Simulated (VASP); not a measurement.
Set up this calculation in VASP 6.6.1, as the native input.

| Property | Result |
| --- | --- |
| Task | single point |
| Functional | PBE |
| Potentials or basis | VASP PAW PBE potentials, release 64 (Cs_sv, La) |
| Cutoff | 520 eV |
| k mesh | 4 × 4 × 2 |
| Occupations | gaussian, width 0.1 eV |
| Spin | no spin polarisation |
| Dipole correction | no |
| Further INCAR settings | ALGO = Normal; EDIFF = 1e-06; NBANDS = 41 |

The structure of CsLa5 lies in POSCAR:

```
CsLa5
1.0
    3.6317680755     -3.6372305209      0.0000000000
    3.6317680755      3.6372305209      0.0000000000
    0.0000000000      0.0000000000     11.8828484991
Cs La
1 5
Direct
    0.5000000000      0.5000000000      0.5000000000
    0.5000000000      0.0000000000      0.8278114277
    0.0000000000      0.5000000000      0.1721885723
    0.5000000000      0.0000000000      0.1721885723
    0.0000000000      0.5000000000      0.8278114277
    0.0000000000      0.0000000000      0.0000000000
```

These files were run (other wordings do the same):

INCAR

```
SYSTEM = CsLa5
PREC = Accurate
ENCUT = 520
EDIFF = 1E-6
ISMEAR = 0
SIGMA = 0.1
LREAL = .False.
LASPH = .True.
NELM = 100
ALGO = Normal
ISIF = 2
LWAVE = .False.
LCHARG = .False.
GGA = PE
NBANDS = 41
```

KPOINTS

```
regular mesh
0
Gamma
  4 4 2
  0 0 0
```

Potentials or basis: VASP PAW PBE potentials, release 64 (Cs_sv, La).

Run with:

```sh
$ cat potpaw_PBE.64/Cs_sv/POTCAR potpaw_PBE.64/La/POTCAR > POTCAR
$ mpirun -np 1 vasp_std > vasp.out
```

Results of the run:

```yaml
Pressure: 0.0 GPa
Largest_force: 0.017 eV/Å
Band_gap_on_the_k_mesh: zero (band 32 reaches 4.62 eV, above the bottom of band 33 at 4.14 eV)
```

Caveat: spin-orbit coupling is left out, which moves the levels of the heavy elements.

It took 3.8 min on 1 thread of AMD EPYC 9R45 96-Core Processor (Zen 5), on a shared host, peak memory 0.43 GiB.
